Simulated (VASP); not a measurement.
# C (P1) in VASP: further runs

C is run at these levels: PBE; tasks: single point.

Everything below comes from runs of VASP 6.6.1. Logs are shortened: lines on timing, memory, paths and dates and some standing lists are left out, and cuts for length are marked.

**1. The cell of the first run**

The typed cell holds 16 atoms: a = 5.132 Å, b = 5.132 Å, c = 5.132 Å, α = 60.00°, β = 60.00°, γ = 60.00°.

**2. Single point, PBE**

INCAR

```
SYSTEM = C
ALGO = Normal
EDIFF = 1E-7
ENCUT = 520
GGA = PE
ISIF = 2
ISMEAR = -1
LASPH = .True.
LCHARG = .True.
LELF = .True.
LREAL = Auto
LVHAR = .True.
LWAVE = .False.
NBANDS = 46
NELM = 60
PREC = Accurate
SIGMA = 0.24
```

KPOINTS

```
k-points
0
Gamma
  3 3 3
  0 0 0
```

POSCAR

```
C
1.0
    0.0000000000      3.6285350000      3.6285350000
    3.6285350000      0.0000000000      3.6285350000
    3.6285350000      3.6285350000      0.0000000000
C
16
Direct
   -0.0043681541      0.0081713419      0.0033484588
    0.1630547866      0.1274205706      0.1090109369
    0.0371913183      0.0089705625      0.4564238735
    0.1270347399      0.1521412912      0.6181420325
   -0.0078268502      0.5432495484     -0.0371775386
    0.1192354490      0.6320594951      0.1122353787
   -0.0295573834      0.5159244709      0.4777547964
    0.1658107198      0.6386461754      0.5842164951
    0.5252808640      0.0311420449     -0.0472642540
    0.6458116017      0.1397671512      0.1116841921
    0.4839418663      0.0250514326      0.4812686112
    0.6144077431      0.1600094804      0.5820806469
    0.4887785291      0.4917549369      0.0084744945
    0.6322799697      0.6492840775      0.0894162520
    0.5085385700      0.5184323701      0.4688255729
    0.6105080976      0.6392524807      0.6233507462
```

Potentials or basis: VASP PAW PBE potentials, release 64 (C).

Started as:

```console
cat potpaw_PBE.64/C/POTCAR > POTCAR
mpirun -np 1 vasp_std > vasp.out
```

OUTCAR:

```text
SYSTEM = C
   EDIFF = 1E-7
   ENCUT = 520
   GGA = PE
   ISIF = 2
   ISMEAR = -1
   LASPH = .True.
   LREAL = Auto
   NELM = 60
   PREC = Accurate

 ion  position               nearest neighbor table
   1  0.996  0.008  0.003-  10 1.47   6 1.58   4 1.62   2 1.65
   2  0.163  0.127  0.109-   3 1.46   9 1.53   1 1.65   5 1.75
   3  0.037  0.009  0.456-   2 1.46   8 1.55   4 1.66  12 1.77
   4  0.127  0.152  0.618-  11 1.50   7 1.54   1 1.62   3 1.66
   5  0.992  0.543  0.963-  14 1.51   6 1.54   8 1.60   2 1.75
   6  0.119  0.632  0.112-   7 1.54   5 1.54  13 1.55   1 1.58
[... 8 lines left out ...]
  15  0.509  0.518  0.469-   8 1.44  12 1.50  16 1.59  14 1.59
  16  0.611  0.639  0.623-   7 1.51  15 1.59  13 1.62  11 1.62

  LATTYP: Found a face centered cubic cell.
 ALAT       =     7.2570700000

  Lattice vectors:

 A1 = (   0.0000000000,   3.6285350000,   3.6285350000)
 A2 = (   3.6285350000,   0.0000000000,   3.6285350000)
 A3 = (   3.6285350000,   3.6285350000,   0.0000000000)

Analysis of symmetry for initial positions (statically):
=====================================================================
 Subroutine PRICEL returns:
 Original cell was already a primitive cell.

 Routine SETGRP: Setting up the symmetry group for a
 face centered cubic supercell.

 Subroutine GETGRP returns: Found  1 space group operations
 (whereof  1 operations were pure point group operations)
 out of a pool of 48 trial point group operations.

The static configuration has the point symmetry C_1 .

Analysis of symmetry for dynamics (positions and initial velocities):
=====================================================================
 Subroutine PRICEL returns:
 Original cell was already a primitive cell.

 Routine SETGRP: Setting up the symmetry group for a
 face centered cubic supercell.

 Subroutine GETGRP returns: Found  1 space group operations
 (whereof  1 operations were pure point group operations)
 out of a pool of 48 trial point group operations.

The dynamic configuration has the point symmetry C_1 .

 Subroutine INISYM returns: Found  1 space group operations
 (whereof  1 operations are pure point group operations),
 and found     1 'primitive' translations

----------------------------------------------------------------------------------------

                                     Primitive cell

  volume of cell :      95.5485

  direct lattice vectors                    reciprocal lattice vectors
     0.000000000  3.628535000  3.628535000    -0.137796659  0.137796659  0.137796659
     3.628535000  0.000000000  3.628535000     0.137796659 -0.137796659  0.137796659
     3.628535000  3.628535000  0.000000000     0.137796659  0.137796659 -0.137796659

  length of vectors
     5.131523409  5.131523409  5.131523409     0.238670814  0.238670814  0.238670814

  position of ions in fractional coordinates (direct lattice)
     0.995631846  0.008171342  0.003348459
     0.163054787  0.127420571  0.109010937
     0.037191318  0.008970562  0.456423874
     0.127034740  0.152141291  0.618142033
     0.992173150  0.543249548  0.962822461
     0.119235449  0.632059495  0.112235379
[... 8 lines left out ...]
     0.508538570  0.518432370  0.468825573
     0.610508098  0.639252481  0.623350746

  ion indices of the primitive-cell ions
   primitive index   ion index
                 1           1
                 2           2
                 3           3
                 4           4
                 5           5
                 6           6
[... 8 lines left out ...]
                15          15
                16          16

----------------------------------------------------------------------------------------

 KPOINTS: k-points

Automatic generation of k-mesh.
 Grid dimensions read from file:
 generate k-points for:    3    3    3

 Generating k-lattice:

  Cartesian coordinates                     Fractional coordinates (reciprocal lattice)
    -0.045932220  0.045932220  0.045932220     0.333333333  0.000000000  0.000000000
     0.045932220 -0.045932220  0.045932220     0.000000000  0.333333333  0.000000000
     0.045932220  0.045932220 -0.045932220     0.000000000  0.000000000  0.333333333

  Length of vectors
     0.079556938  0.079556938  0.079556938

  Shift w.r.t. Gamma in fractional coordinates (k-lattice)
     0.000000000  0.000000000  0.000000000

 Subroutine IBZKPT returns following result:
 ===========================================

 Found     14 irreducible k-points:

 Following reciprocal coordinates:
            Coordinates               Weight
  0.000000  0.000000  0.000000      1.000000
  0.333333  0.000000  0.000000      2.000000
  0.000000  0.333333  0.000000      2.000000
  0.000000  0.000000  0.333333      2.000000
  0.333333  0.333333  0.333333      2.000000
  0.333333  0.333333  0.000000      2.000000
  0.000000  0.333333  0.333333      2.000000
  0.333333  0.000000  0.333333      2.000000
 -0.333333  0.333333  0.000000      2.000000
  0.000000 -0.333333  0.333333      2.000000
  0.333333  0.000000 -0.333333      2.000000
  0.333333  0.333333 -0.333333      2.000000
 -0.333333  0.333333 -0.333333      2.000000
  0.333333 -0.333333 -0.333333      2.000000
   k-points           NKPTS =     14   k-points in BZ     NKDIM =     14   number of bands    NBANDS=     46
   number of dos      NEDOS =    301   number of ions     NIONS =     16
   total plane-waves  NPLWV =  64000
   dimension x,y,z NGX =    40 NGY =   40 NGZ =   40
   dimension x,y,z NGXF=    80 NGYF=   80 NGZF=   80
   ions per type =              16
   NGX,Y,Z   is equivalent  to a cutoff of  12.96, 12.96, 12.96 a.u.
   NGXF,Y,Z  is equivalent  to a cutoff of  25.92, 25.92, 25.92 a.u.
 SYSTEM =  C
   PREC   = accura    normal or accurate (medium, high low for compatibility)
   ISTART =      0    job   : 0-new  1-cont  2-samecut
   ICHARG =      2    charge: 1-file 2-atom 10-const
   ISPIN  =      1    spin polarized calculation?
   LNONCOLLINEAR =      F non collinear calculations
   LSORBIT =      F    spin-orbit coupling
   LASPH  =      T    aspherical Exc in radial PAW
   ENCUT  =  520.0 eV  38.22 Ry    6.18 a.u.   9.54  9.54  9.54*2*pi/ulx,y,z
   NELM   =     60;   NELMIN=  2; NELMDL= -5     # of ELM steps
   EDIFF  = 0.1E-06   stopping-criterion for ELM
   LREAL  =      T    real-space projection
   EDIFFG = 0.1E-05   stopping-criterion for IOM
   NSW    =      0    number of steps for IOM
   IBRION =     -1    ionic relax: 0-MD 1-quasi-New 2-CG
   NFREE  =      0    steps in history (QN), initial steepest desc. (CG)
   ISIF   =      2    stress and relaxation
   ISYM   =      2    0-nonsym 1-usesym 2-fastsym
   POTIM  = 0.5000    time-step for ionic-motion
   TEBEG  =    0.0;   TEEND  =   0.0 temperature during run
   PSTRESS=    0.0 pullay stress
   NELECT =      64.0000    total number of electrons
   NUPDOWN=      -1.0000    fix difference up-down
   EMIN   =  10.00;   EMAX   =-10.00  energy-range for DOS
   EFERMI =   0.00;   METHOD = LEGACY
   ISMEAR =    -1;   SIGMA  =   0.24  broadening in eV -4-tet -1-fermi 0-gaus
   EFERMI_NEDOS =   21; number of points for ismear=-14 and -15
   IALGO  =     38    algorithm
   IMIX   =      4    mixing-type and parameters
     AMIX     =   0.40;   BMIX     =  1.00
     AMIX_MAG =   1.60;   BMIX_MAG =  1.00
  volume/ion in A,a.u.               =       5.97        40.30
  Fermi-wavevector in a.u.,A,eV,Ry     =   1.432386  2.706818 27.915490  2.051731
  Thomas-Fermi vector in A             =   2.552019
   LORBIT       =      0    0 simple, 1 ext, 2 COOP (PROOUT), +10 PAW based schemes
   GGA     = PE    functional components
   LHFCALC =     F    Hartree Fock is set to
   AEXX    =    0.0000 exact exchange contribution
   IVDW    =     0    specifies the selected vdW correction
   LEPSILON=     F    determine dielectric tensor
   LRPA    =     F    only Hartree local field effects (RPA)
 non-spin polarized calculation
  energy-cutoff  :      520.00
  volume of cell :       95.55
 maximum number of plane-waves:      2637
 NGX is ok and might be reduce to    40
   NGX = 19   NGY = 19   NGZ = 19

 number of electron      64.0000000 magnetization

 Free energy of the ion-electron system (eV)
  ---------------------------------------------------
  ext. energy  EPLUGINS =         0.00000000
  ---------------------------------------------------
  free energy    TOTEN  =      -141.70738492 eV

  energy without entropy =     -141.70335511  energy(sigma->0) =     -141.70537002

 E-fermi :  11.0424     XC(G=0): -13.0012

 val. band max:       10.0524027023   @ k =   0.0000   0.0000   0.0000
 cond. band min:      12.3022313131   @ k =   0.0000   0.0000   0.0000
 fundamental gap:      2.2498286109
 Fermi energy:        11.0424129675

 k-point     1 :       0.0000    0.0000    0.0000
  band No.  band energies     occupation
      1     -11.9095      2.00000
      2      -6.8875      2.00000
      3      -6.5139      2.00000
      4      -6.3315      2.00000
      5      -6.2718      2.00000
      6      -4.4167      2.00000
[... 36 lines left out ...]
     43      15.9162      0.00000
     44      16.1479      0.00000

 k-point     2 :       0.3333    0.0000    0.0000
  band No.  band energies     occupation
      1     -11.1977      2.00000
      2      -8.9887      2.00000
      3      -6.8507      2.00000
      4      -6.4962      2.00000
      5      -6.2059      2.00000
      6      -5.7808      2.00000
[... 36 lines left out ...]
     43      16.6410      0.00000
     44      16.9328      0.00000

 k-point     3 :       0.0000    0.3333    0.0000
  band No.  band energies     occupation
      1     -11.1802      2.00000
      2      -9.0495      2.00000
      3      -6.8563      2.00000
      4      -6.4086      2.00000
      5      -6.2757      2.00000
      6      -5.8545      2.00000
[... 506 lines left out ...]
     43      18.0261      0.00000
     44      18.3736      0.00000

 k-point    14 :       0.3333   -0.3333   -0.3333
  band No.  band energies     occupation
      1     -10.0815      2.00000
      2      -9.3144      2.00000
      3      -9.0758      2.00000
      4      -7.2492      2.00000
      5      -7.0611      2.00000
      6      -4.8959      2.00000
[... 36 lines left out ...]
     43      17.9635      0.00000
     44      18.2620      0.00000
 [bands above 44 left out]

------------------------ aborting loop because EDIFF is reached ----------------------------------------

  FORCE on cell =-STRESS in cart. coord.  units (eV):
  Direction    XX          YY          ZZ          XY          YZ          ZX
  --------------------------------------------------------------------------------------
  -------------------------------------------------------------------------------------
  Total       -6.5989535     -6.3893825     -7.6249763     -1.2642854      1.4122140      0.2166042
  in kB     -110.6526207   -107.1384908   -127.8571834    -21.1998002     23.6802969      3.6320649
  external PRESSURE =    -115.2160983 kB  Pullay stress =       0.0000000 kB

 VOLUME and BASIS-vectors are now :
 -----------------------------------------------------------------------------
  energy-cutoff  :      520.00
  volume of cell :       95.55
      direct lattice vectors                 reciprocal lattice vectors
     0.000000000  3.628535000  3.628535000    -0.137796659  0.137796659  0.137796659
     3.628535000  0.000000000  3.628535000     0.137796659 -0.137796659  0.137796659
     3.628535000  3.628535000  0.000000000     0.137796659  0.137796659 -0.137796659

 POSITION                                       TOTAL-FORCE (eV/Angst)
 -----------------------------------------------------------------------------------
      0.04180      3.62483      3.64234        -1.870512      1.368341      3.988023
      0.85790      0.98720      1.05400         0.346855     -4.646792     -0.095823
      1.68870      1.79110      0.16750         3.127026      0.494979     -1.710125
      2.79500      2.70390      1.01300        -1.848716     -2.633480     -2.899373
      5.46484      7.09377      5.57134        -3.221688      3.330391     -0.268383
      2.70070      0.83990      2.72610         1.120774     -0.933407     -0.271844
[... 8 lines left out ...]
      3.58230      3.54640      3.72640        -0.371319      0.435857      1.178362
      4.58140      4.47710      4.53480        -1.033010     -0.675212      0.390182
 -----------------------------------------------------------------------------------
    total drift:                                0.009081     -0.013844     -0.044692

  FREE ENERGIE OF THE ION-ELECTRON SYSTEM (eV)
  ---------------------------------------------------
  free  energy   TOTEN  =      -141.7073849234 eV

  energy  without entropy=     -141.7033551092  energy(sigma->0) =     -141.70537002
```

It took 60 s on 1 thread of Intel Xeon 6975P-C (Granite Rapids), shared host; peak memory 0.24 GiB.

What came out:

```
Free energy            : -141.7074 eV
Pressure               : -11.5 GPa
Largest force          : 7.045 eV/Å
Band gap on the k mesh : 2.25 eV, direct
```

Forces on the atoms (eV/Å):
```
C   -1.871  1.368  3.988
C    0.347 -4.647 -0.096
C    3.127  0.495 -1.710
C   -1.849 -2.633 -2.899
C   -3.222  3.330 -0.268
C    1.121 -0.933 -0.272
C    0.734  4.285  2.949
C    3.709 -4.384 -4.081
C    0.163  0.409 -2.481
C   -0.484 -2.457 -3.320
C   -0.049  2.713  0.896
C   -1.267  4.561  0.963
C    0.513 -1.916  4.897
C    0.432  0.048 -0.135
C   -0.371  0.436  1.178
C   -1.033 -0.675  0.390
```

Caveat: the k points lie up to 0.50 Å⁻¹ apart; forces of over 1 eV/Å act on the atoms, so gaps and moduli don't describe the material at rest. A k mesh can miss the band edges.

**3. Single point, PBE**

INCAR

```
PREC = Accurate
ENCUT = 520
EDIFF = 1E-6
ISMEAR = -1
SIGMA = 0.24
LREAL = Auto
LASPH = True
NELM = 100
ALGO = Normal
ISIF = 2
LWAVE = False
LCHARG = False
GGA = PE
NBANDS = 46
```

KPOINTS

```
Automatic mesh
0
Gamma
  3 3 3
```

POSCAR

```
C
1.0
    0.0000000000      3.6285350000      3.6285350000
    3.6285350000      0.0000000000      3.6285350000
    3.6285350000      3.6285350000      0.0000000000
C
16
Direct
   -0.0205730412      0.0582742071     -0.0596521737
    0.0732251446      0.1631512442      0.1134342097
   -0.0316243332      0.0869359122      0.4535577030
    0.1560822756      0.1775785544      0.5551689594
   -0.0331538762      0.5637536912     -0.0132284793
    0.1179126011      0.6585440129      0.0958100170
    0.0021496279      0.5394739199      0.4695558951
    0.1101684289      0.6789103591      0.5963977197
    0.4700244038      0.0680164309      0.0022323059
    0.6114313352      0.1745056889      0.1256705530
    0.4977904306      0.0397543361      0.4759634398
    0.5728207114      0.2029193600      0.6149313704
    0.4836249340      0.5638501489     -0.0356755550
    0.6113348776      0.6611621495      0.1087077843
    0.4621975536      0.5566433836      0.4867253589
    0.6370615138      0.6475065006      0.5998564159
```

Potentials or basis: VASP PAW PBE potentials, release 64 (C).

Started as:

```console
cat potpaw_PBE.64/C/POTCAR > POTCAR
mpirun -np 1 vasp_std > vasp.out
```

Wall time 61 s (1 thread of Intel Xeon 6975P-C (Granite Rapids), shared host); peak memory 0.23 GiB.

Results (log left out):

| Item | Value |
| --- | --- |
| Free energy | -140.9190 eV |
| Pressure | -12.0 GPa |
| Largest force | 7.952 eV/Å |
| Band gap on the k mesh | 2.49 eV, indirect (least direct gap 2.61 eV) |

Forces on the atoms (eV/Å):
```
C    1.676  4.566 -0.396
C   -0.669  0.150  6.328
C   -0.692  3.142 -3.618
C    4.008 -2.386 -6.440
C   -4.361 -0.260 -1.011
C    2.267 -1.892  1.917
C    0.083 -0.439  1.503
C    2.811 -1.497 -0.857
C   -3.186 -2.092 -2.310
C   -4.032 -4.576  1.126
C    0.541  2.160  1.240
C   -2.443  4.151  0.018
C   -0.652  3.025 -1.310
C    3.629 -2.499  1.809
C   -1.631  1.052  2.181
C    2.651 -2.605 -0.178
```

Stress tensor (GPa, compression positive):
```
-13.14  -3.03  -0.69
 -3.03 -11.32  -1.74
 -0.69  -1.74 -11.49
```

Levels at points of the mesh, in eV from the valence-band top:
```csv
k point,band 28,band 29,band 30,band 31,band 32,band 33,band 34,band 35,band 36,band 37
"(0.00, 0.00, 0.00)",-3.15,-2.76,-1.47,-1.18,0.00,2.61,2.70,2.86,3.30,3.35
```

Caveat: the k points lie up to 0.50 Å⁻¹ apart; forces of over 1 eV/Å act on the atoms, so gaps and moduli don't describe the material at rest. A k mesh can miss the band edges.

**4. Single point, PBE**

INCAR

```
SYSTEM = C
PREC     = Accurate       ! precision mode
ENCUT    = 520            ! plane-wave cutoff, eV
EDIFF    = 1E-6           ! SCF threshold, eV
ISMEAR   = -1             ! smearing method
SIGMA    = 0.24           ! smearing width, eV
LREAL    = Auto         
LASPH    = .True.         ! aspherical terms in the spheres
NELM     = 100            ! most SCF steps
ALGO     = Normal         ! electronic algorithm
ISIF     = 2              ! what is computed and relaxed
LWAVE    = .False.        ! write WAVECAR
LCHARG   = .False.        ! write CHGCAR
GGA      = PE             ! functional
NBANDS   = 46             ! bands
```

KPOINTS

```
Automatic mesh
0
Gamma
  3 3 3
  0 0 0
```

POSCAR

```
C
1.0
    0.0000000000      3.6285350000      3.6285350000
    3.6285350000      0.0000000000      3.6285350000
    3.6285350000      3.6285350000      0.0000000000
C
16
Direct
   -0.0584395631      0.1004951034     -0.0079508672
    0.0785716550      0.1968011884      0.1143436676
   -0.0148544798      0.0453075415      0.4861741722
    0.0634278021      0.2071221581      0.6282563073
   -0.0479670170      0.5688108286     -0.0036791708
    0.0980009839      0.6830029199      0.0918828122
   -0.0553529179      0.5551414000      0.5109086725
    0.1016112563      0.6686996267      0.5953642448
    0.4732488456      0.1172373975     -0.0753472131
    0.5679978283      0.2238093335      0.0825126394
    0.4495478203      0.0964301020      0.4690873865
    0.5605981477      0.2238231132      0.5559406207
    0.4581601114      0.5848228004     -0.0338841984
    0.5740057627      0.6562152494      0.1370801164
    0.4408941901      0.5987264833      0.4627211809
    0.5688797269      0.7218340184      0.6004351618
```

Started as:

```console
cat potpaw_PBE.64/C/POTCAR > POTCAR
mpirun -np 1 vasp_std > vasp.out
```

Run time: 52 s. Hardware: 1 thread of Intel Xeon 6975P-C (Granite Rapids), shared host; peak memory 0.24 GiB.

It converged, with:

```yaml
Free_energy: -139.1906 eV
Pressure: -4.6 GPa
Largest_force: 10.655 eV/Å
Band_gap_on_the_k_mesh: 1.46 eV, direct
```

Forces on the atoms (eV/Å):
```
C   -3.884  0.574 -2.242
C   -0.547  1.220  2.437
C    1.429 -4.045 -0.060
C   -3.314  0.264 -0.979
C   -1.901 -0.095 -0.748
C    5.121 -0.759 -0.797
C   -1.638 -3.893  3.503
C    6.880 -2.003 -1.039
C    0.526  0.684 -5.802
C   -1.331  1.809  0.100
C   -2.753 -3.163 -3.629
C    4.098  9.322  3.138
C    1.106 -0.061 -1.671
C   -1.431 -5.083  9.108
C   -0.835  4.379 -1.522
C   -1.526  0.850  0.203
```

Stress tensor (GPa, compression positive):
```
-4.10 -2.64  2.73
-2.64 -6.54 -0.86
 2.73 -0.86 -3.09
```

Levels at points of the mesh, in eV from the valence-band top:
```tsv
k point	band 29	band 30	band 31	band 32	band 33	band 34	band 35	band 36
(0.00, 0.00, 0.00)	-2.85	-1.91	-0.86	0.00	1.46	1.89	1.97	2.45
```

Caveat: the k points lie up to 0.50 Å⁻¹ apart; forces of over 1 eV/Å act on the atoms, so gaps and moduli don't describe the material at rest. Expect the measured gap to be larger: semilocal functionals such as PBE lack the derivative discontinuity.
